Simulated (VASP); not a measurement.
Input of a VASP 6.6.1 run:

INCAR

```
SYSTEM = B8N7
PREC     = Accurate       ! precision mode
ENCUT    = 520            ! plane-wave cutoff, eV
EDIFF    = 1E-6           ! SCF threshold, eV
ISMEAR   = 0              ! smearing method
SIGMA    = 0.05           ! smearing width, eV
LREAL    = Auto         
LASPH    = .True.         ! aspherical terms in the spheres
NELM     = 100            ! most SCF steps
ALGO     = Normal         ! electronic algorithm
ISIF     = 2              ! what is computed and relaxed
LWAVE    = .False.        ! write WAVECAR
LCHARG   = .False.        ! write CHGCAR
GGA      = PE             ! functional
NELECT   = 56.0         
NBANDS   = 42             ! bands
```

The input KPOINTS:

```
regular mesh
0
Gamma
  6 6 6
  0 0 0
```

POSCAR

```
B8N7
1.0
   -1.2770455854     -2.2119078376     -4.2240394007
   -1.2770455854     -2.2119078376      4.2240394007
   -2.5540911709      4.4238156750      0.0000000000
B N
8 7
Direct
    0.6667526990      0.6665806343      0.8333333333
    0.6667526990      0.6665806343      0.3333333333
    0.1667526990      0.1665806343      0.8333333333
    0.1667526990      0.1665806343      0.3333333333
    0.0834193657      0.5832473010      0.1666666667
    0.0834193657      0.5832473010      0.6666666667
    0.5834193657      0.0832473010      0.1666666667
    0.5834193657      0.0832473010      0.6666666667
    0.7354048037      0.3605768683      0.2114954180
    0.3540806343      0.9792526990      0.8333333333
    0.3540806343      0.9792526990      0.3333333333
    0.2707473010      0.3959193657      0.1666666667
    0.2707473010      0.3959193657      0.6666666667
    0.7707473010      0.8959193657      0.1666666667
    0.7707473010      0.8959193657      0.6666666667
```

Potentials or basis: VASP PAW PBE potentials, release 64 (B, N).

Command:

```console
$ cat potpaw_PBE.64/B/POTCAR potpaw_PBE.64/N/POTCAR > POTCAR
$ mpirun -np 1 vasp_std > vasp.out
```

**Question.** What does it give for the largest force?

**Answer.** 31.585 eV/Å.

Forces on the atoms (eV/Å):
```
B    -0.428  -0.087   3.636
B     1.711  -0.468   0.839
B    -0.027   0.244   0.433
B     0.218  -0.141   0.253
B    -0.828   1.432  -1.988
B    -1.722  -0.842  -2.548
B    14.596  16.837 -12.324
B     2.965   0.986  -1.639
N   -22.294 -18.827  12.087
N     3.839  -0.815   1.489
N     0.612   1.141   0.883
N     0.912   0.147   1.920
N     0.165   0.138   0.671
N     0.661   0.178  -2.580
N    -0.381   0.076  -1.133
```

Caveat: the cell carries a net charge on a neutralising background, which shifts energy and pressure; the cell differs from its parent crystal (atoms taken out, atom 9 moved -0.125 of the way to it and +0.525 Å across, host rigid).
